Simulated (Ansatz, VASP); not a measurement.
# CuGe2: VASP beside Ansatz

Contents of INCAR:

```
ALGO = Normal
EDIFF = 1E-8
ENCUT = 520
GGA = PE
ISIF = 2
ISMEAR = -1
LASPH = T
LCHARG = F
LEFG = T
LREAL = F
LWAVE = F
NBANDS = 26
NELM = 100
PREC = Accurate
SIGMA = 0.15
```

KPOINTS

```
k-points
0
Gamma
  20 20 20
```

File POSCAR:

```
CuGe2
1.0
   -1.4379519920      1.4379519920      6.1025223899
    1.4379519920     -1.4379519920      6.1025223899
    1.4379519920      1.4379519920     -6.1025223899
Cu Ge
1 2
Direct
    0.0000000000      0.0000000000      0.0000000000
    0.3562803442      0.3562803442      0.0000000000
    0.6437196558      0.6437196558      0.0000000000
```

Input for Ansatz:

```yaml
crystal:
  lattice:
    - [-1.437951992, 1.437951992, 6.1025223899]
    - [1.437951992, -1.437951992, 6.1025223899]
    - [1.437951992, 1.437951992, -6.1025223899]
  atoms:
    - { symbol: Cu, position: [0.0, 0.0, 0.0] }
    - { symbol: Ge, position: [0.3562803442, 0.3562803442, 0.0] }
    - { symbol: Ge, position: [0.6437196558, 0.6437196558, 0.0] }
basis:
  ecutwfc: 420
kpoints:
  mp_grid: { grid: [20, 20, 20] }
hamiltonian:
  xc: pbe
scf:
  occupations: { method: fermi_dirac, width: 0.15 }
output:
  forces: true
  stress: true
  eigenvalues: true
  efg: {}
checkpoint:
  read: start.run
  write: ck
  compress: false
  write_wavefunctions: false
  write_every: 100000
```

Alike in both runs: task electric field gradients; functional PBE; k mesh 20 × 20 × 20; occupations fermi-dirac, width 0.15 eV; no spin polarisation.

```csv
,VASP,Ansatz
version,VASP 6.6.1,Ansatz 0.2.0
potentials or method,"VASP PAW PBE potentials, release 64 (Cu, Ge_d), cutoff 520 eV","scalar-relativistic, plane waves, PAW"
valence electrons in the cell,39,47
```

Ansatz gave:

- gap on the k mesh at the Fermi level (eV): none
- pressure (GPa): 0.0
- rms of the force components (eV/Å): 0.000
- size of Vzz on the site where it differs most (V/Å²): 7.9

Task: Estimate VASP's values.

Result: gap on the k mesh at the Fermi level (eV): none; pressure (GPa): 0.1; rms of the force components (eV/Å): 0.011; size of Vzz on the site where it differs most (V/Å²): 5.6.

Atom by atom the forces differ by 0.011 eV/Å (rms over components). A gap of «none» marks a metal or a gap that the smearing closes. VASP's potentials hold 39 valence electrons a cell and Ansatz's 47, so a difference there can come from the potentials and not from the codes.
